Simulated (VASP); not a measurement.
# Sr (Fm-3m) in VASP: further runs

The runs below take Sr through single point, with PBE.

Everything below comes from runs of VASP 6.6.1. Logs are shortened: lines on timing, memory, paths and dates and some standing lists are left out, and cuts for length are marked.

## 1. The cell of the first run

It takes space group Fm-3m (No. 225, cubic). Conventional cell: a = 4.717 Å, b = 4.717 Å, c = 4.717 Å, α = 90.00°, β = 90.00°, γ = 90.00°. Within 4.4 Å of Sr (site symmetry m-3m) lie 12 Sr at 3.34 Å.

## 2. Single point, PBE

Input file INCAR:

```
SYSTEM = Sr
ALGO = Normal
EDIFF = 1E-6
ENCUT = 520
GGA = PE
ISIF = 2
ISMEAR = 0
LASPH = .TRUE.
LCHARG = .FALSE.
LREAL = .FALSE.
LWAVE = .FALSE.
NBANDS = 11
NELM = 80
PREC = Accurate
SIGMA = 0.1
```

Input file KPOINTS:

```
k-points
0
G
  14 14 14
  0 0 0
```

Input file POSCAR:

```
Sr
1.0
    0.0000000000      2.3584938609      2.3584938609
    2.3584938609      0.0000000000      2.3584938609
    2.3584938609      2.3584938609      0.0000000000
Sr
1
Direct
    0.0000000000      0.0000000000      0.0000000000
```

Potentials or basis: VASP PAW PBE potentials, release 64 (Sr_sv).

Command:

```sh
$ cat potpaw_PBE.64/Sr_sv/POTCAR > POTCAR
$ mpirun -np 1 vasp_std > vasp.out
```

OUTCAR:

```text
SYSTEM = Sr
   EDIFF = 1E-6
   ENCUT = 520
   GGA = PE
   ISIF = 2
   ISMEAR = 0
   LASPH = .TRUE.
   LREAL = .FALSE.
   NELM = 80
   PREC = Accurate

 ion  position               nearest neighbor table
   1  0.000  0.000  0.000-

  LATTYP: Found a face centered cubic cell.
 ALAT       =     4.7169877218

  Lattice vectors:

 A1 = (   0.0000000000,   2.3584938609,   2.3584938609)
 A2 = (   2.3584938609,   0.0000000000,   2.3584938609)
 A3 = (   2.3584938609,   2.3584938609,   0.0000000000)

Analysis of symmetry for initial positions (statically):
=====================================================================
 Subroutine PRICEL returns:
 Original cell was already a primitive cell.

 Routine SETGRP: Setting up the symmetry group for a
 face centered cubic supercell.

 Subroutine GETGRP returns: Found 48 space group operations
 (whereof 48 operations were pure point group operations)
 out of a pool of 48 trial point group operations.

The static configuration has the point symmetry O_h .

Analysis of symmetry for dynamics (positions and initial velocities):
=====================================================================
 Subroutine PRICEL returns:
 Original cell was already a primitive cell.

 Routine SETGRP: Setting up the symmetry group for a
 face centered cubic supercell.

 Subroutine GETGRP returns: Found 48 space group operations
 (whereof 48 operations were pure point group operations)
 out of a pool of 48 trial point group operations.

The dynamic configuration has the point symmetry O_h .

 Subroutine INISYM returns: Found 48 space group operations
 (whereof 48 operations are pure point group operations),
 and found     1 'primitive' translations

----------------------------------------------------------------------------------------

                                     Primitive cell

  volume of cell :      26.2382

  direct lattice vectors                    reciprocal lattice vectors
     0.000000000  2.358493861  2.358493861    -0.211999704  0.211999704  0.211999704
     2.358493861  0.000000000  2.358493861     0.211999704 -0.211999704  0.211999704
     2.358493861  2.358493861  0.000000000     0.211999704  0.211999704 -0.211999704

  length of vectors
     3.335414005  3.335414005  3.335414005     0.367194258  0.367194258  0.367194258

  position of ions in fractional coordinates (direct lattice)
     0.000000000  0.000000000  0.000000000

  ion indices of the primitive-cell ions
   primitive index   ion index
[... 73 lines left out ...]
   EDIFF  = 0.1E-05   stopping-criterion for ELM
   LREAL  =      F    real-space projection
   EDIFFG = 0.1E-04   stopping-criterion for IOM
   NSW    =      0    number of steps for IOM
   IBRION =     -1    ionic relax: 0-MD 1-quasi-New 2-CG
   NFREE  =      0    steps in history (QN), initial steepest desc. (CG)
   ISIF   =      2    stress and relaxation
   ISYM   =      2    0-nonsym 1-usesym 2-fastsym
   POTIM  = 0.5000    time-step for ionic-motion
   TEBEG  =    0.0;   TEEND  =   0.0 temperature during run
   PSTRESS=    0.0 pullay stress
   NELECT =      10.0000    total number of electrons
   NUPDOWN=      -1.0000    fix difference up-down
   EMIN   =  10.00;   EMAX   =-10.00  energy-range for DOS
   EFERMI =   0.00;   METHOD = LEGACY
   ISMEAR =     0;   SIGMA  =   0.10  broadening in eV -4-tet -1-fermi 0-gaus
   EFERMI_NEDOS =   21; number of points for ismear=-14 and -15
   IALGO  =     38    algorithm
   IMIX   =      4    mixing-type and parameters
     AMIX     =   0.40;   BMIX     =  1.00
     AMIX_MAG =   1.60;   BMIX_MAG =  1.00
  volume/ion in A,a.u.               =      26.24       177.06
  Fermi-wavevector in a.u.,A,eV,Ry     =   1.186944  2.242998 19.168365  1.408835
  Thomas-Fermi vector in A             =   2.323106
   LORBIT       =      0    0 simple, 1 ext, 2 COOP (PROOUT), +10 PAW based schemes
   GGA     = PE    functional components
   LHFCALC =     F    Hartree Fock is set to
   AEXX    =    0.0000 exact exchange contribution
   IVDW    =     0    specifies the selected vdW correction
   LEPSILON=     F    determine dielectric tensor
   LRPA    =     F    only Hartree local field effects (RPA)
 non-spin polarized calculation
 Gauss-broadening in eV      SIGMA  =   0.10
  energy-cutoff  :      520.00
  volume of cell :       26.24
 maximum number of plane-waves:       725
 NGX is ok and might be reduce to    28
   NGX = 13   NGY = 13   NGZ = 13

 number of electron      10.0000000 magnetization

 Free energy of the ion-electron system (eV)
  ---------------------------------------------------
  ext. energy  EPLUGINS =         0.00000000
  ---------------------------------------------------
  free energy    TOTEN  =        -0.22290852 eV

  energy without entropy =       -0.21690168  energy(sigma->0) =       -0.21990510

 E-fermi :   4.8167     XC(G=0): -10.0271

 val. band max:        4.7682287834   @ k =   0.4286   0.3571   0.0714
 cond. band min:       4.8250272493   @ k =  -0.4286   0.2857   0.1429
 fundamental gap:      0.0567984659
 Fermi energy:         4.8167057551

 k-point     1 :       0.0000    0.0000    0.0000
  band No.  band energies     occupation
      1     -30.8257      2.00000
      2     -11.9359      2.00000
      3     -11.9359      2.00000
      4     -11.9359      2.00000
      5       0.8354      2.00000
      6       7.9905      0.00000
      7       7.9905      0.00000
      8       7.9905      0.00000
      9      11.1326      0.00000
     10      11.1326      0.00000
     11      14.6869      0.00000
[... 309 lines left out ...]
 k-point    24 :       0.2857    0.1429    0.0000
  band No.  band energies     occupation
      1     -30.6429      2.00000
      2     -12.9434      2.00000
      3     -12.1861      2.00000
      4     -12.1709      2.00000
      5       3.0021      2.00000
      6       6.0807      0.00000
      7       7.8122      0.00000
      8       8.9483      0.00000
      9      10.1268      0.00000
     10      12.0279      0.00000
     11      16.7950      0.00000

 [... further k-points ...]
[... 5 lines left out ...]
  --------------------------------------------------------------------------------------
  -------------------------------------------------------------------------------------
  Total        4.1415998      4.1415998      4.1415998      0.0000000      0.0000000      0.0000000
  in kB      252.8974577    252.8974577    252.8974577      0.0000000      0.0000000      0.0000000
  external PRESSURE =     252.8974577 kB  Pullay stress =       0.0000000 kB

 VOLUME and BASIS-vectors are now :
 -----------------------------------------------------------------------------
  energy-cutoff  :      520.00
  volume of cell :       26.24
      direct lattice vectors                 reciprocal lattice vectors
     0.000000000  2.358493861  2.358493861    -0.211999704  0.211999704  0.211999704
     2.358493861  0.000000000  2.358493861     0.211999704 -0.211999704  0.211999704
     2.358493861  2.358493861  0.000000000     0.211999704  0.211999704 -0.211999704

 POSITION                                       TOTAL-FORCE (eV/Angst)
 -----------------------------------------------------------------------------------
      0.00000      0.00000      0.00000         0.000000      0.000000     -0.000000
 -----------------------------------------------------------------------------------
    total drift:                               -0.000000     -0.000000     -0.000000

  FREE ENERGIE OF THE ION-ELECTRON SYSTEM (eV)
  ---------------------------------------------------
  free  energy   TOTEN  =        -0.2229085206 eV

  energy  without entropy=       -0.2169016765  energy(sigma->0) =       -0.21990510
```

Wall time 12 s (1 thread of Intel Xeon 6975P-C (Granite Rapids), shared host); peak memory 0.17 GiB.

Results:

* Free energy: -0.2229 eV
* Pressure: 25.3 GPa
* Band gap on the k mesh: zero (bands 5 and 6 overlap by 1.05 eV)

Caveat: the cell stands under pressure.

## 3. Single point, PBE

This run uses another cell than the first one, of 19.53 Å³/atom.

Input file INCAR:

```
SYSTEM = Sr
PREC     = Accurate       ! precision mode
ENCUT    = 520            ! plane-wave cutoff, eV
EDIFF    = 1E-6           ! SCF threshold, eV
ISMEAR   = 0              ! smearing method
SIGMA    = 0.1            ! smearing width, eV
LREAL    = .False.        ! projectors in reciprocal space
LASPH    = .True.         ! aspherical terms in the spheres
NELM     = 60             ! most SCF steps
ALGO     = Normal         ! electronic algorithm
ISIF     = 2              ! what is computed and relaxed
LWAVE    = .False.        ! write WAVECAR
LCHARG   = .False.        ! write CHGCAR
GGA      = PE             ! functional
NBANDS   = 11             ! bands
```

Input file KPOINTS:

```
regular mesh
0
Gamma
  16 16 16
  0 0 0
```

Input file POSCAR:

```
Sr
1.0
    0.0000000000      2.1375518113      2.1375518113
    2.1375518113      0.0000000000      2.1375518113
    2.1375518113      2.1375518113      0.0000000000
Sr
1
Direct
    0.0000000000      0.0000000000      0.0000000000
```

Potentials or basis: VASP PAW PBE potentials, release 64 (Sr_sv).

Command:

```sh
$ cat potpaw_PBE.64/Sr_sv/POTCAR > POTCAR
$ mpirun -np 1 vasp_std > vasp.out
```

Wall time 7.8 s (1 thread of Intel Xeon 6975P-C (Granite Rapids), shared host); peak memory 0.16 GiB.

It converged, with:

- Free energy: 1.2988 eV
- Pressure: 51.2 GPa
- Band gap on the k mesh: zero (bands 5 and 6 overlap by 2.44 eV)

Levels at points of the mesh, in eV from the Fermi level:
| k point | band 1 | band 2 | band 3 | band 4 | band 5 | band 6 | band 7 | band 8 | band 9 | band 10 |
| --- | --- | --- | --- | --- | --- | --- | --- | --- | --- | --- |
| (0.00, 0.00, 0.00) | -36.05 | -15.93 | -15.93 | -15.93 | -3.12 | 3.40 | 3.40 | 3.40 | 7.59 | 7.59 |
| (0.50, 0.00, 0.00) | -35.21 | -19.77 | -16.38 | -16.38 | -1.61 | 2.90 | 2.90 | 5.34 | 10.83 | 10.83 |
| (0.50, 0.50, 0.00) | -34.93 | -19.44 | -17.25 | -17.25 | -2.80 | -1.58 | 8.41 | 10.94 | 11.90 | 11.90 |

Caveat: the cell stands under pressure.
